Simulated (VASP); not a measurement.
# Al2Cu (P-3m1) in VASP: notebook, part 2 of 2

VASP 6.6.1. Earlier steps stand in the parts before.

## (5) Relaxation of cell and atoms, PBE

This run uses another cell than the first one, of 14.67 Å³/atom, 0.992 times its volume.

Contents of INCAR:

```
  PREC = Accurate
  ENCUT = 600
  EDIFF = 1E-6
  ISMEAR = 0
  SIGMA = 0.1
  LREAL = F
  LASPH = T
  NELM = 60
  ALGO = Normal
  ISIF = 3
  LWAVE = F
  LCHARG = F
  GGA = PE
  IBRION = 2
  NSW = 90
  EDIFFG = -0.04
```

Contents of KPOINTS:

```
Automatic mesh
0
Gamma
  6 6 2
```

Contents of POSCAR:

```
Al2Cu
1.0
    2.7703610200      0.0000000000      0.0000000000
   -1.3851805100      2.3992030200      0.0000000000
    0.0000000000      0.0000000000     13.2447372500
Al Cu
4 2
Direct
    0.3333333300      0.6666666700      0.2500000000
    0.3333333300      0.6666666700      0.5833333300
    0.6666666700      0.3333333300      0.4166666700
    0.6666666700      0.3333333300      0.7500000000
    0.3333333300      0.6666666700      0.9166666700
    0.6666666700      0.3333333300      0.0833333300
```

Potentials or basis: VASP PAW PBE potentials, release 64 (Al, Cu).

On the command line:

```sh
$ cat potpaw_PBE.64/Al/POTCAR potpaw_PBE.64/Cu/POTCAR > POTCAR
$ mpirun -np 1 vasp_std > vasp.out
```

OUTCAR:

```text
PREC = Accurate
   ENCUT = 600
   EDIFF = 1E-6
   ISMEAR = 0
   LREAL = F
   LASPH = T
   NELM = 60
   ISIF = 3
   GGA = PE
   IBRION = 2
   NSW = 90
   EDIFFG = -0.04

 ion  position               nearest neighbor table
   1  0.333  0.667  0.250-   3 2.73   6 2.73   3 2.73   6 2.73   3 2.73   6 2.73
   2  0.333  0.667  0.583-   3 2.73   3 2.73   3 2.73   4 2.73   4 2.73   4 2.73
   3  0.667  0.333  0.417-   2 2.73   2 2.73   2 2.73   1 2.73   1 2.73   1 2.73
   4  0.667  0.333  0.750-   2 2.73   5 2.73   2 2.73   5 2.73   2 2.73   5 2.73
   5  0.333  0.667  0.917-   6 2.73   6 2.73   6 2.73   4 2.73   4 2.73   4 2.73
   6  0.667  0.333  0.083-   5 2.73   5 2.73   5 2.73   1 2.73   1 2.73   1 2.73

  LATTYP: Found a hexagonal cell.
 ALAT       =     2.7703610200
 C/A-ratio  =     4.7808704910

  Lattice vectors:

 A1 = (   2.7703610200,   0.0000000000,   0.0000000000)
 A2 = (  -1.3851805100,   2.3992030200,   0.0000000000)
 A3 = (   0.0000000000,   0.0000000000,  13.2447372500)

Analysis of symmetry for initial positions (statically):
=====================================================================
 Subroutine PRICEL returns:
 Original cell was already a primitive cell.

[... 171 lines left out ...]

  FORCE on cell =-STRESS in cart. coord.  units (eV):
  Direction    XX          YY          ZZ          XY          YZ          ZX
  --------------------------------------------------------------------------------------
  -------------------------------------------------------------------------------------
  Total        0.7843031      0.7843031      0.8681828      0.0000000      0.0000000      0.0000000
  in kB       14.2740697     14.2740696     15.8006532      0.0000000      0.0000000      0.0000000
  external PRESSURE =      14.7829308 kB  Pullay stress =       0.0000000 kB
[... 101 lines left out ...]
  FREE ENERGIE OF THE ION-ELECTRON SYSTEM (eV)
  ---------------------------------------------------
  free  energy   TOTEN  =       -22.3098449305 eV

  energy  without entropy=      -22.2811695449  energy(sigma->0) =      -22.29550724

[... ionic steps 4 to 7 ...]

--------------------------------------- Ionic step        8  -------------------------------------------

 number of electron      33.9999968 magnetization

------------------------ aborting loop because EDIFF is reached ----------------------------------------
[... 75 lines left out ...]
--------------------------------------- Ionic step       10  -------------------------------------------

 number of electron      33.9999967 magnetization

 Free energy of the ion-electron system (eV)
  ---------------------------------------------------
  ext. energy  EPLUGINS =         0.00000000
  ---------------------------------------------------
  free energy    TOTEN  =       -22.47621625 eV

  energy without entropy =      -22.46437972  energy(sigma->0) =      -22.47029799

 E-fermi :   7.9511     XC(G=0): -10.9017

 val. band max:        7.8646335717   @ k =   0.3333   0.1667   0.5000
 cond. band min:       8.0081284996   @ k =   0.3333   0.3333   0.0000
 fundamental gap:      0.1434949279
 Fermi energy:         7.9510864090

 k-point     1 :       0.0000    0.0000    0.0000
  band No.  band energies     occupation
      1      -3.1411      2.00000
      2      -2.4978      2.00000
      3      -1.5476      2.00000
      4       0.3943      2.00000
      5       1.0287      2.00000
      6       3.3816      2.00000
[... 358 lines left out ...]
  FREE ENERGIE OF THE ION-ELECTRON SYSTEM (eV)
  ---------------------------------------------------
  free  energy   TOTEN  =       -22.4762162548 eV

  energy  without entropy=      -22.4643797159  energy(sigma->0) =      -22.47029799

 reached required accuracy - stopping structural energy minimisation
```

OSZICAR:

```text
N       E                     dE             d eps       ncg     rms          rms(c)
DAV:   1     0.200480194756E+03    0.20048E+03   -0.15289E+04   588   0.201E+03
DAV:   2    -0.139005043023E+02   -0.21438E+03   -0.20919E+03   588   0.352E+02
DAV:   3    -0.275977471983E+02   -0.13697E+02   -0.12646E+02   862   0.108E+02
[... 109 lines left out ...]
DAV:   3    -0.224789424537E+02    0.34205E-01   -0.19400E-01   862   0.126E+01    0.371E-01
DAV:   4    -0.224771170309E+02    0.18254E-02   -0.97258E-03   895   0.101E+00    0.245E-01
DAV:   5    -0.224762171257E+02    0.89991E-03   -0.25389E-03   922   0.108E+00    0.339E-02
DAV:   6    -0.224762168480E+02    0.27769E-06   -0.15926E-04   918   0.122E-01    0.134E-02
DAV:   7    -0.224762162548E+02    0.59315E-06   -0.80679E-06   702   0.430E-02
  10 F= -.22476216E+02 E0= -.22470298E+02  d E =-.296402E-02
```

Run time: 3.9 min. Hardware: 1 thread of Intel Xeon Platinum 8259CL at 2.50GHz (Skylake/Cascade Lake), shared host; peak memory 0.25 GiB.

Results:

```
Free energy                            : -22.4762 eV
Relaxed volume                         : 14.80 Å³/atom
Relaxed cell                           : a = 2.777 Å, b = 2.777 Å, c = 13.299 Å, α = 90.00°, β = 90.00°, γ = 120.00°
Space group after relaxing (to 0.05 Å) : P-3m1 (No. 164)
Energy gained by relaxing              : 58.7 meV/atom
Ionic steps                            : 10
Pressure after relaxing                : -0.1 GPa
Largest force after relaxing           : 0.028 eV/Å
Band gap on the k mesh                 : zero (band 17 reaches 9.54 eV, above the bottom of band 18 at 7.06 eV)
```

Forces on the atoms (eV/Å):
```
Al   0.000  0.000  0.001
Al   0.000  0.000  0.028
Al   0.000  0.000 -0.028
Al   0.000  0.000 -0.001
Cu   0.000  0.000  0.000
Cu   0.000  0.000  0.000
```

Step by step:
| step | energy change (eV) | largest force (eV/Å) | pressure (GPa) | volume (Å³) |
| --- | --- | --- | --- | --- |
| 1 | 0.0000 | 1.1993 | 1.48 | 88.03 |
| 2 | -0.1208 | 0.7825 | -0.57 | 89.77 |
| 3 | -0.1860 | 0.4283 | -2.82 | 92.16 |
| 4 | -0.2745 | 0.3960 | -0.49 | 89.50 |
| 5 | -0.2881 | 0.4307 | 1.33 | 87.87 |
| 6 | -0.3284 | 0.2777 | 1.00 | 88.11 |
| 7 | -0.3404 | 0.1094 | 0.88 | 88.33 |
| 8 | -0.3488 | 0.0298 | -1.07 | 89.81 |
| 9 | -0.3494 | 0.0459 | -0.58 | 89.46 |
| 10 | -0.3524 | 0.0283 | -0.10 | 88.83 |

Final structure:
```
Al Cu
1.0
     2.77716    0.00000    0.00000
    -1.38858    2.40510    0.00000
     0.00000    0.00000   13.29877
Al Cu
4 2
Direct
  0.33333 0.66667 0.22854
  0.33333 0.66667 0.59258
  0.66667 0.33333 0.40742
  0.66667 0.33333 0.77146
  0.33333 0.66667 0.92363
  0.66667 0.33333 0.07637
```

Levels at points of the mesh, in eV from the Fermi level:
```
           k point  band 13  band 14  band 15  band 16  band 17  band 18  band 19  band 20  band 21
(0.00, 0.00, 0.00)    -2.63    -2.63    -2.30    -2.30    -2.16     2.26     3.72     9.41    10.25
(0.50, 0.00, 0.00)    -2.11    -2.03    -1.99    -1.64    -1.03    -0.90     0.47     0.55     2.79
(0.00, 0.00, 0.50)    -2.63    -2.63    -2.30    -2.30    -0.90     0.70     5.76     6.90    12.05
(0.50, 0.00, 0.50)    -2.43    -2.11    -2.03    -2.00    -1.15    -0.45     0.62     0.98     1.95
```

Caveat: the k points lie up to 0.44 Å⁻¹ apart in the final cell.

## (6) Single point, PBE

This run uses another cell than the first one, of 14.84 Å³/atom, 1.004 times its volume.

Contents of INCAR:

```
SYSTEM = Al2Cu
PREC     = Accurate       ! precision mode
ENCUT    = 520            ! plane-wave cutoff, eV
EDIFF    = 1E-6           ! SCF threshold, eV
ISMEAR   = 0              ! smearing method
SIGMA    = 0.1            ! smearing width, eV
LREAL    = .FALSE.        ! projectors in reciprocal space
LASPH    = .TRUE.         ! aspherical terms in the spheres
NELM     = 100            ! most SCF steps
ALGO     = Fast           ! electronic algorithm
ISIF     = 2              ! what is computed and relaxed
LWAVE    = .FALSE.        ! write WAVECAR
LCHARG   = .TRUE.         ! write CHGCAR
GGA      = PE             ! functional
LELF     = .TRUE.         ! ELF
LVHAR    = .TRUE.       
NBANDS   = 26             ! bands
```

Contents of KPOINTS:

```
regular mesh
0
G
  18 18 4
  0 0 0
```

Contents of POSCAR:

```
Al2Cu
1.0
    2.7870988511      0.0000000000      0.0000000000
   -1.3935494255      2.4136984079      0.0000000000
    0.0000000000      0.0000000000     13.2397824133
Al Cu
4 2
Direct
    0.3333333333      0.6666666667      0.2280603667
    0.3333333333      0.6666666667      0.5921004085
    0.6666666667      0.3333333333      0.4078995915
    0.6666666667      0.3333333333      0.7719396333
    0.3333333333      0.6666666667      0.9239991737
    0.6666666667      0.3333333333      0.0760008263
```

Potentials or basis: VASP PAW PBE potentials, release 64 (Al, Cu).

On the command line:

```sh
$ cat potpaw_PBE.64/Al/POTCAR potpaw_PBE.64/Cu/POTCAR > POTCAR
$ mpirun -np 1 vasp_std > vasp.out
```

OUTCAR:

```text
SYSTEM = Al2Cu
   PREC = Accurate
   ENCUT = 520
   EDIFF = 1E-6
   ISMEAR = 0
   LREAL = .FALSE.
   LASPH = .TRUE.
   NELM = 100
   ISIF = 2
   GGA = PE

 ion  position               nearest neighbor table
   1  0.333  0.667  0.228-   6 2.58   6 2.58   6 2.58   3 2.87   3 2.87   3 2.87
   2  0.333  0.667  0.592-   4 2.87   4 2.87   4 2.87   3 2.92   3 2.92   3 2.92
   3  0.667  0.333  0.408-   1 2.87   1 2.87   1 2.87   2 2.92   2 2.92   2 2.92
   4  0.667  0.333  0.772-   5 2.58   5 2.58   5 2.58   2 2.87   2 2.87   2 2.87
   5  0.333  0.667  0.924-   6 2.58   6 2.58   6 2.58   4 2.58   4 2.58   4 2.58
   6  0.667  0.333  0.076-   5 2.58   5 2.58   5 2.58   1 2.58   1 2.58   1 2.58

  LATTYP: Found a hexagonal cell.
 ALAT       =     2.7870988511
 C/A-ratio  =     4.7503813537

  Lattice vectors:

 A1 = (   2.7870988511,   0.0000000000,   0.0000000000)
 A2 = (  -1.3935494255,   2.4136984079,   0.0000000000)
 A3 = (   0.0000000000,   0.0000000000,  13.2397824133)

Analysis of symmetry for initial positions (statically):
=====================================================================
 Subroutine PRICEL returns:
 Original cell was already a primitive cell.

 Routine SETGRP: Setting up the symmetry group for a
 hexagonal supercell.

 Subroutine GETGRP returns: Found 12 space group operations
 (whereof 12 operations were pure point group operations)
 out of a pool of 24 trial point group operations.

The static configuration has the point symmetry D_3d.

Analysis of symmetry for dynamics (positions and initial velocities):
=====================================================================
 Subroutine PRICEL returns:
 Original cell was already a primitive cell.

 Routine SETGRP: Setting up the symmetry group for a
 hexagonal supercell.

 Subroutine GETGRP returns: Found 12 space group operations
 (whereof 12 operations were pure point group operations)
 out of a pool of 24 trial point group operations.

The dynamic configuration has the point symmetry D_3d.

 Subroutine INISYM returns: Found 12 space group operations
 (whereof 12 operations are pure point group operations),
 and found     1 'primitive' translations

----------------------------------------------------------------------------------------

                                     Primitive cell

  volume of cell :      89.0669

  direct lattice vectors                    reciprocal lattice vectors
     2.787098851  0.000000000  0.000000000     0.358796029  0.207150984  0.000000000
    -1.393549426  2.413698408  0.000000000     0.000000000  0.414301968  0.000000000
     0.000000000  0.000000000 13.239782413     0.000000000  0.000000000  0.075529942

  length of vectors
     2.787098851  2.787098851 13.239782413     0.414301968  0.414301968  0.075529942

  position of ions in fractional coordinates (direct lattice)
     0.333333333  0.666666667  0.228060367
     0.333333333  0.666666667  0.592100409
     0.666666667  0.333333333  0.407899591
     0.666666667  0.333333333  0.771939633
     0.333333333  0.666666667  0.923999174
     0.666666667  0.333333333  0.076000826

  ion indices of the primitive-cell ions
   primitive index   ion index
                 1           1
                 2           2
[... 34 lines left out ...]
  0.055556 -0.000000  0.000000      6.000000
  0.111111 -0.000000  0.000000      6.000000
  0.166667 -0.000000  0.000000      6.000000
  0.222222 -0.000000  0.000000      6.000000
  0.277778 -0.000000  0.000000      6.000000
[... 16 lines left out ...]
  0.333333  0.111111  0.000000     12.000000
  0.388889  0.111111  0.000000     12.000000
 [... further k-points ...]
   k-points           NKPTS =    138   k-points in BZ     NKDIM =    138   number of bands    NBANDS=     26
   number of dos      NEDOS =    301   number of ions     NIONS =      6
   total plane-waves  NPLWV =  56448
   dimension x,y,z NGX =    24 NGY =   24 NGZ =   98
   dimension x,y,z NGXF=    48 NGYF=   48 NGZF=  196
   ions per type =               4   2
   NGX,Y,Z   is equivalent  to a cutoff of  14.32, 14.32, 12.31 a.u.
   NGXF,Y,Z  is equivalent  to a cutoff of  28.63, 28.63, 24.61 a.u.
 SYSTEM =  Al2Cu
   PREC   = accura    normal or accurate (medium, high low for compatibility)
   ISTART =      0    job   : 0-new  1-cont  2-samecut
   ICHARG =      2    charge: 1-file 2-atom 10-const
   ISPIN  =      1    spin polarized calculation?
   LNONCOLLINEAR =      F non collinear calculations
   LSORBIT =      F    spin-orbit coupling
   LASPH  =      T    aspherical Exc in radial PAW
   ENCUT  =  520.0 eV  38.22 Ry    6.18 a.u.   5.18  5.18 24.62*2*pi/ulx,y,z
   NELM   =    100;   NELMIN=  2; NELMDL= -5     # of ELM steps
   EDIFF  = 0.1E-05   stopping-criterion for ELM
   LREAL  =      F    real-space projection
   EDIFFG = 0.1E-04   stopping-criterion for IOM
   NSW    =      0    number of steps for IOM
   IBRION =     -1    ionic relax: 0-MD 1-quasi-New 2-CG
   NFREE  =      0    steps in history (QN), initial steepest desc. (CG)
   ISIF   =      2    stress and relaxation
   ISYM   =      2    0-nonsym 1-usesym 2-fastsym
   POTIM  = 0.5000    time-step for ionic-motion
   TEBEG  =    0.0;   TEEND  =   0.0 temperature during run
   PSTRESS=    0.0 pullay stress
   NELECT =      34.0000    total number of electrons
   NUPDOWN=      -1.0000    fix difference up-down
   EMIN   =  10.00;   EMAX   =-10.00  energy-range for DOS
   EFERMI =   0.00;   METHOD = LEGACY
   ISMEAR =     0;   SIGMA  =   0.10  broadening in eV -4-tet -1-fermi 0-gaus
   EFERMI_NEDOS =   21; number of points for ismear=-14 and -15
   IALGO  =     68    algorithm
   IMIX   =      4    mixing-type and parameters
     AMIX     =   0.40;   BMIX     =  1.00
     AMIX_MAG =   1.60;   BMIX_MAG =  1.00
  volume/ion in A,a.u.               =      14.84       100.18
  Fermi-wavevector in a.u.,A,eV,Ry     =   1.187579  2.244198 19.188883  1.410343
  Thomas-Fermi vector in A             =   2.323727
   LORBIT       =      0    0 simple, 1 ext, 2 COOP (PROOUT), +10 PAW based schemes
   GGA     = PE    functional components
   LHFCALC =     F    Hartree Fock is set to
   AEXX    =    0.0000 exact exchange contribution
   IVDW    =     0    specifies the selected vdW correction
   LEPSILON=     F    determine dielectric tensor
   LRPA    =     F    only Hartree local field effects (RPA)
 non-spin polarized calculation
 RMM-DIIS sequential band-by-band and
 Gauss-broadening in eV      SIGMA  =   0.10
  energy-cutoff  :      520.00
  volume of cell :       89.07
 maximum number of plane-waves:      2427
 NGX is ok and might be reduce to    24
   NGX = 11   NGY = 11   NGZ = 49

 number of electron      33.9999988 magnetization

 Free energy of the ion-electron system (eV)
  ---------------------------------------------------
  ext. energy  EPLUGINS =         0.00000000
  ---------------------------------------------------
  free energy    TOTEN  =       -22.48777481 eV

  energy without entropy =      -22.47743715  energy(sigma->0) =      -22.48260598

 E-fermi :   7.9983     XC(G=0): -10.8891

 val. band max:        7.9833995970   @ k =   0.2778   0.2778   0.0000
 cond. band min:       8.0078714003   @ k =   0.3333   0.2778   0.2500
 fundamental gap:      0.0244718033
 Fermi energy:         7.9983167394

 k-point     1 :       0.0000    0.0000    0.0000
  band No.  band energies     occupation
      1      -3.1273      2.00000
      2      -2.4688      2.00000
      3      -1.5568      2.00000
      4       0.4245      2.00000
      5       1.0212      2.00000
      6       3.3630      2.00000
[... 685 lines left out ...]
     25      13.0435      0.00000
     26      13.5598      0.00000

 [... further k-points ...]

------------------------ aborting loop because EDIFF is reached ----------------------------------------

  FORCE on cell =-STRESS in cart. coord.  units (eV):
  Direction    XX          YY          ZZ          XY          YZ          ZX
  --------------------------------------------------------------------------------------
  -------------------------------------------------------------------------------------
  Total        0.1750625      0.1750625      0.2038549      0.0000000      0.0000000     -0.0000000
  in kB        3.1491069      3.1491069      3.6670392      0.0000000      0.0000000     -0.0000000
  external PRESSURE =       3.3217510 kB  Pullay stress =       0.0000000 kB

 VOLUME and BASIS-vectors are now :
 -----------------------------------------------------------------------------
  energy-cutoff  :      520.00
  volume of cell :       89.07
      direct lattice vectors                 reciprocal lattice vectors
     2.787098851  0.000000000  0.000000000     0.358796029  0.207150984  0.000000000
    -1.393549426  2.413698408  0.000000000     0.000000000  0.414301968  0.000000000
     0.000000000  0.000000000 13.239782413     0.000000000  0.000000000  0.075529942

 POSITION                                       TOTAL-FORCE (eV/Angst)
 -----------------------------------------------------------------------------------
     -0.00000      1.60913      3.01947        -0.000000      0.000000      0.017029
     -0.00000      1.60913      7.83928        -0.000000     -0.000000      0.000422
      1.39355      0.80457      5.40050         0.000000      0.000000     -0.000422
      1.39355      0.80457     10.22031         0.000000     -0.000000     -0.017029
     -0.00000      1.60913     12.23355         0.000000      0.000000      0.003568
      1.39355      0.80457      1.00623        -0.000000     -0.000000     -0.003568
 -----------------------------------------------------------------------------------
    total drift:                               -0.000000      0.000000     -0.000000

  FREE ENERGIE OF THE ION-ELECTRON SYSTEM (eV)
  ---------------------------------------------------
  free  energy   TOTEN  =       -22.4877748136 eV

  energy  without entropy=      -22.4774371474  energy(sigma->0) =      -22.48260598
```

Run time: 6.7 min. Hardware: 1 thread of Intel Xeon Platinum 8259CL at 2.50GHz (Skylake/Cascade Lake), shared host; peak memory 0.42 GiB.

Results:

```yaml
Free_energy: -22.4878 eV
Pressure: 0.3 GPa
Largest_force: 0.017 eV/Å
Band_gap_on_the_k_mesh: zero (band 17 reaches 9.61 eV, above the bottom of band 18 at 7.04 eV)
```

Forces in eV/Å, atoms in the order of the input:
```
Al   0.000  0.000  0.017
Al   0.000  0.000  0.000
Al   0.000  0.000  0.000
Al   0.000  0.000 -0.017
Cu   0.000  0.000  0.004
Cu   0.000  0.000 -0.004
```

Levels at points of the mesh, in eV from the Fermi level:
| k point | band 14 | band 15 | band 16 | band 17 | band 18 | band 19 | band 20 | band 21 |
| --- | --- | --- | --- | --- | --- | --- | --- | --- |
| (0.00, 0.00, 0.00) | -2.73 | -2.40 | -2.40 | -2.15 | 2.30 | 3.79 | 9.49 | 10.38 |
| (0.50, 0.00, 0.00) | -2.14 | -2.08 | -1.72 | -1.11 | -0.96 | 0.38 | 0.45 | 2.75 |
| (0.00, 0.00, 0.50) | -2.73 | -2.40 | -2.40 | -0.87 | 0.73 | 5.84 | 6.98 | 11.84 |
| (0.50, 0.00, 0.50) | -2.23 | -2.14 | -2.06 | -1.23 | -0.55 | 0.55 | 0.91 | 1.89 |

## (7) Summary

| task | cell | k mesh | cutoff (eV) | gap on the mesh (eV) | pressure (GPa) | relaxed volume (Å³/atom) | largest force (eV/Å) |
| --- | --- | --- | --- | --- | --- | --- | --- |
| relaxation of cell and atoms | relaxed from a = 2.775, b = 2.775, c = 13.306 Å, angles 90.0, 90.0, 120.0°, 6 atoms | 18 × 18 × 4 | 600 | none | 0.0 | 14.87 | 0.01 |
| single point | a = 2.770, b = 2.770, c = 13.245 Å, angles 90.0, 90.0, 120.0°, 6 atoms | 6 × 6 × 2 | 520 | none | 1.3 | - | 1.20 |
| single point | a = 2.775, b = 2.775, c = 13.306 Å, angles 90.0, 90.0, 120.0°, 6 atoms | 6 × 6 × 2 | 520 | none | 0.1 | - | 0.04 |
| relaxation of cell and atoms | relaxed from a = 2.770, b = 2.770, c = 13.245 Å, angles 90.0, 90.0, 120.0°, 6 atoms | 6 × 6 × 2 | 600 | none | -0.1 | 14.80 | 0.03 |
| single point | a = 2.787, b = 2.787, c = 13.240 Å, angles 90.0, 90.0, 120.0°, 6 atoms | 18 × 18 × 4 | 520 | none | 0.3 | - | 0.02 |

Alike in all rows: level PBE; potentials or basis VASP PAW PBE potentials, release 64 (Al, Cu); no spin polarisation; smearing gaussian 0.1 eV.

Caveats: some runs use coarse meshes; forces of over 1 eV/Å act on the atoms, so gaps and moduli don't describe the material at rest (some runs).

Absolute energies hang on the potentials; compare differences alone.
